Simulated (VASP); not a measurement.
# Al in VASP: further runs, part 2 of 2

VASP 6.6.1.

**3. Single point, PBE**

Input file INCAR:

```
SYSTEM = Al
ALGO     = Normal         ! electronic algorithm
DIPOL    = 0.5 0.5 0.500
EDIFF    = 1E-6           ! SCF threshold, eV
ENCUT    = 520            ! plane-wave cutoff, eV
GGA      = PE             ! functional
IDIPOL   = 3            
ISIF     = 2              ! what is computed and relaxed
ISMEAR   = 0              ! smearing method
LASPH    = .TRUE.         ! aspherical terms in the spheres
LCHARG   = .FALSE.        ! write CHGCAR
LDIPOL   = .TRUE.       
LREAL    = .FALSE.        ! projectors in reciprocal space
LWAVE    = .FALSE.        ! write WAVECAR
NBANDS   = 22             ! bands
NELM     = 60             ! most SCF steps
PREC     = Accurate       ! precision mode
SIGMA    = 0.1            ! smearing width, eV
```

Input file KPOINTS:

```
k-points
0
G
  12 9 1
  0 0 0
```

Input file POSCAR:

```
Al
1.0
    2.8571513840      0.0000000000      0.0000000000
    0.0000000000      4.0406222370      0.0000000000
    0.0000000000      0.0000000000     25.0000298441
Al
8
Direct
    0.5000000000      0.5000000000      0.3014224678
    0.0000000000      0.0000000000      0.3537361144
    0.5000000000      0.5000000000      0.4137093009
    0.0000000000      0.0000000000      0.4700150552
    0.5000000000      0.5000000000      0.5299849506
    0.0000000000      0.0000000000      0.5862906150
    0.5000000000      0.5000000000      0.6462638891
    0.0000000000      0.0000000000      0.6985776069
```

Potentials or basis: VASP PAW PBE potentials, release 64 (Al).

Started as:

```
> cat potpaw_PBE.64/Al/POTCAR > POTCAR
> mpirun -np 1 vasp_std > vasp.out
```

Wall time 3.9 min (1 thread of Intel Xeon Platinum 8488C (Sapphire Rapids), shared host); peak memory 0.43 GiB.

It converged, with:

```yaml
Free_energy: -28.5833 eV
Largest_force: 0.010 eV/Å
Band_gap_on_the_k_mesh: zero (bands 12 and 13 overlap by 2.37 eV)
```

Forces in eV/Å, atoms in the order of the input:
```
Al   0.000  0.000  0.004
Al   0.000  0.000  0.007
Al   0.000  0.000 -0.008
Al   0.000  0.000 -0.010
Al   0.000  0.000  0.010
Al   0.000  0.000  0.008
Al   0.000  0.000 -0.007
Al   0.000  0.000 -0.004
```

Levels at points of the mesh, in eV from the Fermi level:
```csv
k point,band 8,band 9,band 10,band 11,band 12,band 13,band 14,band 15,band 16,band 17
"(0.00, 0.00, 0.00)",-1.95,-1.29,-1.20,-0.86,-0.50,0.44,0.65,1.09,2.35,2.70
"(0.50, 0.00, 0.00)",-2.96,-0.83,-0.83,1.08,1.08,1.60,1.60,2.21,2.21,3.08
```

**4. Single point, PBE**

Input file INCAR:

```
PREC = Accurate
ENCUT = 520
EDIFF = 1E-6
ISMEAR = 0
SIGMA = 0.1
LREAL = F
LASPH = T
NELM = 100
ALGO = Normal
ISIF = 2
LWAVE = F
LCHARG = F
LDIPOL = T
IDIPOL = 3
DIPOL = 0.5 0.5 0.500
GGA = PE
NBANDS = 22
```

Input file KPOINTS:

```
Automatic mesh
0
Gamma
  12 9 1
```

Input file POSCAR:

```
Al
1.0
    2.8571513840      0.0000000000      0.0000000000
    0.0000000000      4.0406222370      0.0000000000
    0.0000000000      0.0000000000     25.0000298441
Al
8
Direct
    0.5000000000      0.5000000000      0.2999996419
    0.0000000000      0.0000000000      0.3571426013
    0.5000000000      0.5000000000      0.4142855608
    0.0000000000      0.0000000000      0.4714285203
    0.5000000000      0.5000000000      0.5285714797
    0.0000000000      0.0000000000      0.5857144392
    0.5000000000      0.5000000000      0.6428573987
    0.0000000000      0.0000000000      0.7000003581
```

Started as:

```
> cat potpaw_PBE.64/Al/POTCAR > POTCAR
> mpirun -np 1 vasp_std > vasp.out
```

It took 3.3 min on 1 thread of Intel Xeon Platinum 8488C (Sapphire Rapids), shared host; peak memory 0.43 GiB.

It converged, with:

| Quantity | Value |
| --- | --- |
| Free energy | -28.5504 eV |
| Largest force | 0.247 eV/Å |
| Band gap on the k mesh | zero (bands 12 and 13 overlap by 2.26 eV) |

Forces in eV/Å, atoms in the order of the input:
```
Al   0.000  0.000  0.219
Al   0.000  0.000 -0.247
Al   0.000  0.000 -0.060
Al   0.000  0.000 -0.095
Al   0.000  0.000  0.095
Al   0.000  0.000  0.060
Al   0.000  0.000  0.247
Al   0.000  0.000 -0.219
```

Levels at points of the mesh, in eV from the Fermi level:
| k point | band 8 | band 9 | band 10 | band 11 | band 12 | band 13 | band 14 | band 15 | band 16 | band 17 |
| --- | --- | --- | --- | --- | --- | --- | --- | --- | --- | --- |
| (0.00, 0.00, 0.00) | -1.93 | -1.37 | -1.28 | -0.78 | -0.48 | 0.42 | 0.76 | 1.07 | 2.43 | 2.64 |
| (0.50, 0.00, 0.00) | -2.90 | -0.89 | -0.89 | 1.04 | 1.04 | 1.52 | 1.52 | 2.24 | 2.24 | 3.00 |

**5. Single point, PBE**

Input file INCAR:

```
SYSTEM = Al
  PREC = Accurate
  ENCUT = 520
  EDIFF = 1E-6
  ISMEAR = 0
  SIGMA = 1.5
  LREAL = .False.
  LASPH = .True.
  NELM = 100
  ALGO = Normal
  ISIF = 2
  LWAVE = .False.
  LCHARG = .False.
  LDIPOL = .True.
  IDIPOL = 3
  DIPOL = 0.5 0.5 0.500
  GGA = PE
  NBANDS = 22
```

Input file KPOINTS:

```
regular mesh
0
Gamma
  12 9 1
  0 0 0
```

POSCAR is that of step 4.

Potentials or basis: VASP PAW PBE potentials, release 64 (Al).

Started as:

```
> cat potpaw_PBE.64/Al/POTCAR > POTCAR
> mpirun -np 1 vasp_std > vasp.out
```

OUTCAR:

```text
SYSTEM = Al
   PREC = Accurate
   ENCUT = 520
   EDIFF = 1E-6
   ISMEAR = 0
   LREAL = .False.
   LASPH = .True.
   NELM = 100
   ISIF = 2
   GGA = PE

 ion  position               nearest neighbor table
   1  0.500  0.500  0.300-   2 2.86   2 2.86   2 2.86   2 2.86   3 2.86
   2  0.000  0.000  0.357-   1 2.86   1 2.86   1 2.86   1 2.86   3 2.86   3 2.86   3 2.86   3 2.86
                             4 2.86
[... 833 lines left out ...]
  Total       -1.1694120     -0.0154926      0.5972743      0.0000000      0.0000000      0.0000000
  in kB       -6.4916649     -0.0860030      3.3156019      0.0000000      0.0000000      0.0000000
  external PRESSURE =      -1.0873553 kB  Pullay stress =       0.0000000 kB

 VOLUME and BASIS-vectors are now :
 -----------------------------------------------------------------------------
  energy-cutoff  :      520.00
  volume of cell :      288.62
      direct lattice vectors                 reciprocal lattice vectors
     2.857151384  0.000000000  0.000000000     0.349998955  0.000000000  0.000000000
     0.000000000  4.040622237  0.000000000     0.000000000  0.247486635  0.000000000
     0.000000000  0.000000000 25.000029844     0.000000000  0.000000000  0.039999952

 POSITION                                       TOTAL-FORCE (eV/Angst)
 -----------------------------------------------------------------------------------
      1.42858      2.02031      7.50000         0.000000      0.000000      0.083770
      0.00000      0.00000      8.92858         0.000000      0.000000     -0.215262
      1.42858      2.02031     10.35715         0.000000      0.000000      0.032262
      0.00000      0.00000     11.78573         0.000000      0.000000     -0.029865
      1.42858      2.02031     13.21430         0.000000      0.000000      0.029865
      0.00000      0.00000     14.64288         0.000000      0.000000     -0.032262
      1.42858      2.02031     16.07145         0.000000      0.000000      0.215262
      0.00000      0.00000     17.50003         0.000000      0.000000     -0.083770
 -----------------------------------------------------------------------------------
    total drift:                               -0.000000     -0.000000     -0.000000

  FREE ENERGIE OF THE ION-ELECTRON SYSTEM (eV)
  ---------------------------------------------------
  free  energy   TOTEN  =       -30.5227477120 eV

  energy  without entropy=      -26.5269957688  energy(sigma->0) =      -28.52487174

 vacuum level on the upper side and lower side of the slab         5.503         5.503
```

Wall time 3.1 min (1 thread of Intel Xeon Platinum 8488C (Sapphire Rapids), shared host); peak memory 0.44 GiB.

What came out:

- Free energy: -30.5227 eV
- Largest force: 0.215 eV/Å
- Band gap on the k mesh: zero (bands 12 and 13 overlap by 2.27 eV)

Forces in eV/Å, atoms in the order of the input:
```
Al   0.000  0.000  0.084
Al   0.000  0.000 -0.215
Al   0.000  0.000  0.032
Al   0.000  0.000 -0.030
Al   0.000  0.000  0.030
Al   0.000  0.000 -0.032
Al   0.000  0.000  0.215
Al   0.000  0.000 -0.084
```

Caveat: so wide a smearing shifts energies and pressures.

**6. Single point, PBE**

Input file INCAR:

```
  PREC = Accurate
  ENCUT = 520
  EDIFF = 1E-7
  ISMEAR = 0
  SIGMA = 0.01
  LREAL = F
  LASPH = T
  NELM = 100
  ALGO = Normal
  ISIF = 2
  LWAVE = F
  LCHARG = F
  LDIPOL = T
  IDIPOL = 3
  DIPOL = 0.5 0.5 0.500
  GGA = PE
  NBANDS = 22
```

Input file KPOINTS:

```
regular mesh
0
Gamma
  12 9 1
```

POSCAR is that of step 5.

Potentials or basis: VASP PAW PBE potentials, release 64 (Al).

Started as:

```
> cat potpaw_PBE.64/Al/POTCAR > POTCAR
> mpirun -np 1 vasp_std > vasp.out
```

Wall time 3 min (1 thread of Intel Xeon Platinum 8488C (Sapphire Rapids), shared host); peak memory 0.43 GiB.

Results (log left out):

```
Free energy            : -28.5430 eV
Largest force          : 0.258 eV/Å
Band gap on the k mesh : zero (bands 12 and 13 overlap by 2.26 eV)
```

Forces on the atoms (eV/Å):
```
Al   0.000  0.000  0.242
Al   0.000  0.000 -0.258
Al   0.000  0.000 -0.058
Al   0.000  0.000 -0.098
Al   0.000  0.000  0.098
Al   0.000  0.000  0.058
Al   0.000  0.000  0.258
Al   0.000  0.000 -0.242
```

Levels at points of the mesh, in eV from the Fermi level:
```csv
k point,band 10,band 11,band 12,band 13,band 14,band 15
"(0.00, 0.00, 0.00)",-1.28,-0.78,-0.48,0.42,0.76,1.06
"(0.50, 0.00, 0.00)",-0.89,1.03,1.03,1.52,1.52,2.23
```

**7. Summary**

| cell | smearing | gap on the mesh (eV) | largest force (eV/Å) |
| --- | --- | --- | --- |
| as given, atomic positions A | gaussian 0.1 eV | none | 0.25 |
| as given, atomic positions B | gaussian 0.1 eV | none | 0.01 |
| as given, atomic positions A | gaussian 1.5 eV | none | 0.22 |
| as given, atomic positions A | gaussian 0.01 eV | none | 0.26 |

Alike in all rows: task single point; level PBE; potentials or basis VASP PAW PBE potentials, release 64 (Al); no spin polarisation; k mesh 12 × 9 × 1; cutoff (eV) 520.

Caveats: so wide a smearing shifts energies and pressures (at least some runs).

Total energies depend on the potentials used, so only differences within one code and one set of settings carry meaning.
